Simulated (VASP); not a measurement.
# H6C2O in VASP: notebook

The runs below take H6C2O through single point, with PBEsol.

Everything below comes from runs of VASP 6.6.1. Logs are shortened: lines on timing, memory, paths and dates and some standing lists are left out, and cuts for length are marked.

### Step 1. The cell of the first run

The cell holds an amorphous packing of atoms, 36 atoms: a = 7.294 Å, b = 7.294 Å, c = 7.294 Å, α = 90.00°, β = 90.00°, γ = 90.00°.

### Step 2. Single point, PBEsol

Contents of INCAR:

```
  ALGO = Normal
  EDIFF = 1E-7
  ENCUT = 520
  GGA = PS
  ISIF = 2
  ISMEAR = -1
  LASPH = T
  LCHARG = F
  LREAL = Auto
  LWAVE = F
  NBANDS = 64
  NELM = 60
  PREC = Accurate
  SIGMA = 0.05
```

Contents of KPOINTS:

```
k-points
0
Gamma
  1 1 1
```

Contents of POSCAR:

```
H6C2O
1.0
    7.2936330000      0.0000000000      0.0000000000
    0.0000000000      7.2936330000      0.0000000000
    0.0000000000      0.0000000000      7.2936330000
C O H
8 4 24
Direct
    0.5643689503      0.5326563593      0.8483837890
    0.5079635896      0.6982802672      0.9745349128
    0.0614508572      0.2695912997      0.7755394328
    0.0971943612      0.1186651426      0.9133856886
    0.1623196561      0.7353262770      0.5139139850
    0.0937255823      0.6837059117      0.3226101450
    0.6097647085      0.0648236620      0.3941931271
    0.5088547779      0.2503416336      0.3537468913
    0.5763108728      0.6523223749      1.1587640892
    0.2855230034      0.1060514013      0.9560530397
    0.0677851490      0.4914834624      0.2998917001
    0.3230488839      0.1911256023      0.3124231779
    0.4958022977      0.6966898389      1.2534357021
    0.5732808327      0.8373056336      0.9318949829
    0.3598481031      0.7185856486      0.9659109527
    0.5078127731      0.5626962585      0.7209850016
    0.7111545097      0.5287214204      0.8459707254
    0.5049746813      0.3981417765      0.8973031684
    0.2997820154      0.1165400014      1.0913628366
    0.0210457532      0.1443862064      1.0366164571
    0.0708426103     -0.0193319296      0.8475885749
   -0.0749969185      0.2824244104      0.7072744132
    0.0876655022      0.4067108943      0.8304777605
    0.1622511031      0.2731697633      0.6617415491
   -0.0709385844      0.4739750410      0.3045533001
   -0.0368814828      0.7495167360      0.2959704718
    0.1820903245      0.7387813453      0.2103067155
    0.1884794587      0.8866089094      0.5324369899
    0.0572142854      0.7079736532      0.6181967203
    0.2924057188      0.6543104102      0.5545933008
    0.2444735018      0.3037306648      0.3055541731
    0.5178352133      0.3465762536      0.4738379351
    0.5686329433      0.3311244204      0.2370012311
    0.7379038677      0.0675520690      0.4828457917
    0.5226339192     -0.0129290849      0.4879872623
    0.6309338570     -0.0211143061      0.2697284056
```

Potentials or basis: VASP PAW PBE potentials, release 64 (C, O, H).

The run is started by

```sh
> cat potpaw_PBE.64/C/POTCAR potpaw_PBE.64/O/POTCAR potpaw_PBE.64/H/POTCAR > POTCAR
> mpirun -np 1 vasp_gam > vasp.out
```

OUTCAR:

```text
EDIFF = 1E-7
   ENCUT = 520
   GGA = PS
   ISIF = 2
   ISMEAR = -1
   LASPH = T
   LREAL = Auto
   NELM = 60
   PREC = Accurate

 ion  position               nearest neighbor table
   1  0.564  0.533  0.848-  16 1.04  17 1.07  18 1.13   2 1.57
   2  0.508  0.698  0.975-  15 1.09  14 1.16   9 1.47   1 1.57
   3  0.061  0.270  0.776-  23 1.09  24 1.11  22 1.12   4 1.51
   4  0.097  0.119  0.913-  20 1.07  21 1.13  10 1.41   3 1.51
   5  0.162  0.735  0.514-  29 1.10  28 1.13  30 1.16   6 1.53
   6  0.094  0.684  0.323-  26 1.08  27 1.12  11 1.42   5 1.53
   7  0.610  0.065  0.394-  35 1.09  36 1.11  34 1.14   8 1.57
   8  0.509  0.250  0.354-  33 1.12  32 1.12  12 1.45   7 1.57
   9  0.576  0.652  0.159-  13 0.96   2 1.47
  10  0.286  0.106  0.956-  19 1.00   4 1.41
  11  0.068  0.491  0.300-  25 1.02   6 1.42
  12  0.323  0.191  0.312-  31 1.00   8 1.45
  13  0.496  0.697  0.253-   9 0.96
  14  0.573  0.837  0.932-   2 1.16
  15  0.360  0.719  0.966-   2 1.09
  16  0.508  0.563  0.721-   1 1.04
  17  0.711  0.529  0.846-   1 1.07
  18  0.505  0.398  0.897-   1 1.13
[... 16 lines left out ...]
  35  0.523  0.987  0.488-   7 1.09
  36  0.631  0.979  0.270-   7 1.11

  LATTYP: Found a simple cubic cell.
 ALAT       =     7.2936330000

  Lattice vectors:

 A1 = (   7.2936330000,   0.0000000000,   0.0000000000)
 A2 = (   0.0000000000,   7.2936330000,   0.0000000000)
 A3 = (   0.0000000000,   0.0000000000,   7.2936330000)

Analysis of symmetry for initial positions (statically):
=====================================================================
 Subroutine PRICEL returns:
 Original cell was already a primitive cell.

 Routine SETGRP: Setting up the symmetry group for a
 simple cubic supercell.

 Subroutine GETGRP returns: Found  1 space group operations
 (whereof  1 operations were pure point group operations)
 out of a pool of 48 trial point group operations.

The static configuration has the point symmetry C_1 .

Analysis of symmetry for dynamics (positions and initial velocities):
=====================================================================
 Subroutine PRICEL returns:
 Original cell was already a primitive cell.

 Routine SETGRP: Setting up the symmetry group for a
 simple cubic supercell.

 Subroutine GETGRP returns: Found  1 space group operations
 (whereof  1 operations were pure point group operations)
 out of a pool of 48 trial point group operations.

The dynamic configuration has the point symmetry C_1 .

 Subroutine INISYM returns: Found  1 space group operations
 (whereof  1 operations are pure point group operations),
 and found     1 'primitive' translations

----------------------------------------------------------------------------------------

                                     Primitive cell

  volume of cell :     388.0000

  direct lattice vectors                    reciprocal lattice vectors
     7.293633000  0.000000000  0.000000000     0.137105884  0.000000000  0.000000000
     0.000000000  7.293633000  0.000000000     0.000000000  0.137105884  0.000000000
     0.000000000  0.000000000  7.293633000     0.000000000  0.000000000  0.137105884

  length of vectors
     7.293633000  7.293633000  7.293633000     0.137105884  0.137105884  0.137105884

  position of ions in fractional coordinates (direct lattice)
     0.564368950  0.532656359  0.848383789
     0.507963590  0.698280267  0.974534913
     0.061450857  0.269591300  0.775539433
     0.097194361  0.118665143  0.913385689
     0.162319656  0.735326277  0.513913985
     0.093725582  0.683705912  0.322610145
[... 28 lines left out ...]
     0.522633919  0.987070915  0.487987262
     0.630933857  0.978885694  0.269728406

  ion indices of the primitive-cell ions
   primitive index   ion index
                 1           1
                 2           2
                 3           3
                 4           4
                 5           5
                 6           6
[... 28 lines left out ...]
                35          35
                36          36

----------------------------------------------------------------------------------------

 KPOINTS: k-points

Automatic generation of k-mesh.
 Grid dimensions read from file:
 generate k-points for:    1    1    1

 Generating k-lattice:

  Cartesian coordinates                     Fractional coordinates (reciprocal lattice)
     0.137105884  0.000000000  0.000000000     1.000000000  0.000000000  0.000000000
     0.000000000  0.137105884  0.000000000     0.000000000  1.000000000  0.000000000
     0.000000000  0.000000000  0.137105884     0.000000000  0.000000000  1.000000000

  Length of vectors
     0.137105884  0.137105884  0.137105884

  Shift w.r.t. Gamma in fractional coordinates (k-lattice)
     0.000000000  0.000000000  0.000000000

 Subroutine IBZKPT returns following result:
 ===========================================

 Found      1 irreducible k-points:

 Following reciprocal coordinates:
            Coordinates               Weight
  0.000000  0.000000  0.000000      1.000000
   k-points           NKPTS =      1   k-points in BZ     NKDIM =      1   number of bands    NBANDS=     64
   number of dos      NEDOS =    301   number of ions     NIONS =     36
   total plane-waves  NPLWV = 157464
   dimension x,y,z NGX =    54 NGY =   54 NGZ =   54
   dimension x,y,z NGXF=   108 NGYF=  108 NGZF=  108
   ions per type =               8   4  24
   NGX,Y,Z   is equivalent  to a cutoff of  12.31, 12.31, 12.31 a.u.
   NGXF,Y,Z  is equivalent  to a cutoff of  24.62, 24.62, 24.62 a.u.
 SYSTEM =  unknown system
   PREC   = accura    normal or accurate (medium, high low for compatibility)
   ISTART =      0    job   : 0-new  1-cont  2-samecut
   ICHARG =      2    charge: 1-file 2-atom 10-const
   ISPIN  =      1    spin polarized calculation?
   LNONCOLLINEAR =      F non collinear calculations
   LSORBIT =      F    spin-orbit coupling
   LASPH  =      T    aspherical Exc in radial PAW
   ENCUT  =  520.0 eV  38.22 Ry    6.18 a.u.  13.56 13.56 13.56*2*pi/ulx,y,z
   NELM   =     60;   NELMIN=  2; NELMDL= -5     # of ELM steps
   EDIFF  = 0.1E-06   stopping-criterion for ELM
   LREAL  =      T    real-space projection
   EDIFFG = 0.1E-05   stopping-criterion for IOM
   NSW    =      0    number of steps for IOM
   IBRION =     -1    ionic relax: 0-MD 1-quasi-New 2-CG
   NFREE  =      0    steps in history (QN), initial steepest desc. (CG)
   ISIF   =      2    stress and relaxation
   ISYM   =      2    0-nonsym 1-usesym 2-fastsym
   POTIM  = 0.5000    time-step for ionic-motion
   TEBEG  =    0.0;   TEEND  =   0.0 temperature during run
   PSTRESS=    0.0 pullay stress
   NELECT =      80.0000    total number of electrons
   NUPDOWN=      -1.0000    fix difference up-down
   EMIN   =  10.00;   EMAX   =-10.00  energy-range for DOS
   EFERMI =   0.00;   METHOD = LEGACY
   ISMEAR =    -1;   SIGMA  =   0.05  broadening in eV -4-tet -1-fermi 0-gaus
   EFERMI_NEDOS =   21; number of points for ismear=-14 and -15
   IALGO  =     38    algorithm
   IMIX   =      4    mixing-type and parameters
     AMIX     =   0.40;   BMIX     =  1.00
     AMIX_MAG =   1.60;   BMIX_MAG =  1.00
  volume/ion in A,a.u.               =      10.78        72.73
  Fermi-wavevector in a.u.,A,eV,Ry     =   0.967151  1.827650 12.726630  0.935381
  Thomas-Fermi vector in A             =   2.097013
   LORBIT       =      0    0 simple, 1 ext, 2 COOP (PROOUT), +10 PAW based schemes
   GGA     = PS    functional components
   LHFCALC =     F    Hartree Fock is set to
   AEXX    =    0.0000 exact exchange contribution
   IVDW    =     0    specifies the selected vdW correction
   LEPSILON=     F    determine dielectric tensor
   LRPA    =     F    only Hartree local field effects (RPA)
 non-spin polarized calculation
  energy-cutoff  :      520.00
  volume of cell :      388.00
 maximum number of plane-waves:      5198
 NGX is ok and might be reduce to    54
   NGX = 27   NGY = 27   NGZ = 27

 number of electron      80.0000011 magnetization

 Free energy of the ion-electron system (eV)
  ---------------------------------------------------
  ext. energy  EPLUGINS =         0.00000000
  ---------------------------------------------------
  free energy    TOTEN  =      -189.27822223 eV

  energy without entropy =     -189.27822223  energy(sigma->0) =     -189.27822223

 E-fermi :  -1.2104     XC(G=0):  -6.5552

 val. band max:       -2.5054598767   @ k =   0.0000   0.0000   0.0000
 cond. band min:       1.8165527625   @ k =   0.0000   0.0000   0.0000
 fundamental gap:      4.3220126392
 Fermi energy:        -1.2104153402

 k-point     1 :       0.0000    0.0000    0.0000
  band No.  band energies     occupation
      1     -22.7913      2.00000
      2     -22.2792      2.00000
      3     -22.1001      2.00000
      4     -21.6112      2.00000
      5     -15.4020      2.00000
      6     -15.1784      2.00000
[... 44 lines left out ...]
     51       5.3047      0.00000
     52       5.3758      0.00000
 [bands above 52 left out]

------------------------ aborting loop because EDIFF is reached ----------------------------------------

  FORCE on cell =-STRESS in cart. coord.  units (eV):
  Direction    XX          YY          ZZ          XY          YZ          ZX
  --------------------------------------------------------------------------------------
  -------------------------------------------------------------------------------------
  Total       -1.8491596     -8.8699502     -1.3488007      1.1432366      0.3025627     -2.5197600
  in kB       -7.6357773    -36.6268901     -5.5696337      4.7207933      1.2493792    -10.4049030
  external PRESSURE =     -16.6107671 kB  Pullay stress =       0.0000000 kB

 VOLUME and BASIS-vectors are now :
 -----------------------------------------------------------------------------
  energy-cutoff  :      520.00
  volume of cell :      388.00
      direct lattice vectors                 reciprocal lattice vectors
     7.293633000  0.000000000  0.000000000     0.137105884  0.000000000  0.000000000
     0.000000000  7.293633000  0.000000000     0.000000000  0.137105884  0.000000000
     0.000000000  0.000000000  7.293633000     0.000000000  0.000000000  0.137105884

 POSITION                                       TOTAL-FORCE (eV/Angst)
 -----------------------------------------------------------------------------------
      4.11630      3.88500      6.18780        -0.738246      0.659934      2.905886
      3.70490      5.09300      7.10790         1.631864     -0.380903      0.069609
      0.44820      1.96630      5.65650         0.264001      0.892259     -0.960003
      0.70890      0.86550      6.66190         0.577288     -0.791629     -1.715875
      1.18390      5.36320      3.74830         0.967760     -0.030997      0.254466
      0.68360      4.98670      2.35300         0.478411      0.790931      0.194232
[... 28 lines left out ...]
      3.81190      7.19933      3.55920        -0.634955     -0.191859      0.038620
      4.60180      7.13963      1.96730         0.080695      0.419728      0.272078
 -----------------------------------------------------------------------------------
    total drift:                                0.014795     -0.001811     -0.003895

  FREE ENERGIE OF THE ION-ELECTRON SYSTEM (eV)
  ---------------------------------------------------
  free  energy   TOTEN  =      -189.2782222252 eV

  energy  without entropy=     -189.2782222252  energy(sigma->0) =     -189.27822223
```

It took 50 s on 1 thread of Intel Xeon Platinum 8488C (Sapphire Rapids), shared host; peak memory 0.35 GiB.

What came out:

```yaml
Free_energy: -189.2782 eV
Pressure: -1.7 GPa
Largest_force: 3.070 eV/Å
Band_gap_on_the_k_mesh: 4.32 eV
```

Forces in eV/Å, atoms in the order of the input:
```
C   -0.738  0.660  2.906
C    1.632 -0.381  0.070
C    0.264  0.892 -0.960
C    0.577 -0.792 -1.716
C    0.968 -0.031  0.254
C    0.478  0.791  0.194
C    0.475  0.530  0.533
C    0.694 -1.073 -0.019
O   -0.001 -0.033 -1.133
O    0.684  0.273  0.220
O   -1.845 -0.501  0.050
O    0.153  1.228  0.203
H   -0.500  0.406  0.208
H   -0.521 -1.401  0.152
H   -0.390 -0.003  0.405
H   -0.604  0.262 -2.261
H    0.980 -0.269 -0.238
H    0.270  0.767 -0.077
H    0.129  0.244 -0.004
H   -0.852 -0.197  0.785
H   -0.797  0.570  0.425
H    0.168 -0.571  0.481
H   -0.105  0.295  0.733
H   -0.028 -0.689 -0.021
H    1.956 -0.108 -0.125
H   -0.604  0.435  0.041
H    0.174 -0.348  0.312
H    0.146 -0.675 -0.495
H   -0.107 -0.392  0.060
H   -1.131  0.764 -0.416
H    0.047 -0.368  0.048
H   -0.386 -0.541 -0.117
H   -0.209 -0.514  0.223
H   -0.423  0.542 -1.032
H   -0.635 -0.192  0.039
H    0.081  0.420  0.272
```

Caveat: the k points lie up to 0.86 Å⁻¹ apart; the PAW data sets were made with another functional, which shifts forces and pressure a little.

### Step 3. Single point, PBEsol

Contents of INCAR:

```
SYSTEM = H6C2O
ALGO = Normal
EDIFF = 1E-7
ENCUT = 520
GGA = PS
ISIF = 2
ISMEAR = -1
LASPH = .TRUE.
LCHARG = .FALSE.
LREAL = Auto
LWAVE = .FALSE.
NBANDS = 64
NELM = 80
PREC = Accurate
SIGMA = 0.05
```

Contents of KPOINTS:

```
k-points
0
G
  1 1 1
  0 0 0
```

Contents of POSCAR:

```
H6C2O
1.0
    7.2936330000      0.0000000000      0.0000000000
    0.0000000000      7.2936330000      0.0000000000
    0.0000000000      0.0000000000      7.2936330000
C O H
8 4 24
Direct
    0.5922699977      0.5864567082      0.8729805846
    0.5229218416      0.7438542630      1.0011608755
    0.0939312411      0.2654095702      0.7472819101
    0.1052698977      0.1095476013      0.8899131612
    0.2053434825      0.6902047306      0.4871372058
    0.0533204783      0.6533095372      0.3499079265
    0.6307693299      0.0820030292      0.3238303874
    0.5039600978      0.2487649159      0.3718722892
    0.5089918837      0.6659232786      1.1861715554
    0.2901983141      0.0729951726      0.9344725735
    0.0136831672      0.4646792620      0.3656751032
    0.3266273474      0.2104986637      0.2959567612
    0.5493558560      0.7572769291      1.2724659988
    0.6201984663      0.8634928574      0.9899319036
    0.3803180116      0.7883862541      0.9758374187
    0.6414772994      0.6474139842      0.7528209878
    0.7167072980      0.5216878886      0.9272059617
    0.4854370929      0.4847515635      0.8339465394
    0.3080906319      0.1216677615      1.0579090009
    0.0327408851      0.1517350818      1.0228236052
    0.0513598641     -0.0171519461      0.8247878663
   -0.0556649889      0.2971221612      0.7177904345
    0.1634439243      0.3876120446      0.8063197038
    0.1827210116      0.2247028333      0.6266698640
   -0.0348934475      0.4251927674      0.2458308500
   -0.0672915679      0.7280048228      0.3972094565
    0.0970709659      0.7007618837      0.2103752684
    0.2480108336      0.8386355606      0.4803093328
    0.1779085951      0.6526925608      0.6282054499
    0.3248312604      0.6088049673      0.4227111509
    0.2451727418      0.3199914227      0.3148362414
    0.4951853212      0.2488608900      0.5254583004
    0.5664666703      0.3820044140      0.3190865238
    0.7653250445      0.1280980274      0.3828544705
    0.6091888638     -0.0438464617      0.4000064166
    0.6295627981      0.0693070244      0.1749608186
```

Potentials or basis: VASP PAW PBE potentials, release 64 (C, O, H).

The run is started by

```sh
> cat potpaw_PBE.64/C/POTCAR potpaw_PBE.64/O/POTCAR potpaw_PBE.64/H/POTCAR > POTCAR
> mpirun -np 1 vasp_gam > vasp.out
```

Wall time 48 s (1 thread of Intel Xeon Platinum 8488C (Sapphire Rapids), shared host); peak memory 0.35 GiB.

The run converged. Its results:

```
Free energy            : -189.1290 eV
Pressure               : -1.1 GPa
Largest force          : 2.737 eV/Å
Band gap on the k mesh : 4.33 eV
```

Forces on the atoms (eV/Å):
```
C   -1.052  0.425  1.445
C    0.126 -1.647  0.167
C    0.070 -0.393  0.467
C   -0.074  0.865 -0.052
C    1.720  0.412 -2.028
C    0.455  0.972  1.187
C    0.476  2.575  0.793
C    0.504 -1.338  0.286
O    0.536 -0.137 -0.727
O    0.121 -0.085 -0.245
O   -0.004 -1.158 -1.442
O   -0.280  0.943 -0.086
H    0.107  0.526  0.373
H   -0.520 -0.563  0.311
H    0.444  0.210 -0.719
H    0.407  0.887 -1.986
H   -0.116 -0.286  0.479
H    0.341  0.171  0.386
H    0.390  0.259  0.653
H   -0.008 -0.576 -1.009
H   -0.415  0.082  0.419
H    1.090 -0.124 -0.279
H   -0.331 -0.043 -0.049
H   -0.988  0.226  0.349
H   -0.123 -0.025  0.521
H   -0.626  0.480 -0.294
H   -0.211 -0.345  0.386
H   -0.254 -0.636  0.114
H   -0.257 -0.289  0.331
H   -0.680  0.674  1.118
H    0.245 -0.588  0.099
H   -0.084  0.423 -0.366
H   -0.515 -0.821  0.208
H   -0.097 -0.269 -0.787
H   -0.795 -0.449  0.175
H    0.398 -0.357 -0.201
```

Stress tensor (GPa, compression positive):
```
-1.13  0.47  0.78
 0.47 -1.44 -0.72
 0.78 -0.72 -0.82
```

Levels at points of the mesh, in eV from the valence-band top:
| k point | band 37 | band 38 | band 39 | band 40 | band 41 | band 42 | band 43 | band 44 |
| --- | --- | --- | --- | --- | --- | --- | --- | --- |
| (0.00, 0.00, 0.00) | -0.92 | -0.71 | -0.43 | 0.00 | 4.33 | 5.66 | 6.00 | 6.19 |

Caveat: the k points lie up to 0.86 Å⁻¹ apart; the PAW data sets were made with another functional, which shifts forces and pressure a little.

[end of part 1 of 2]
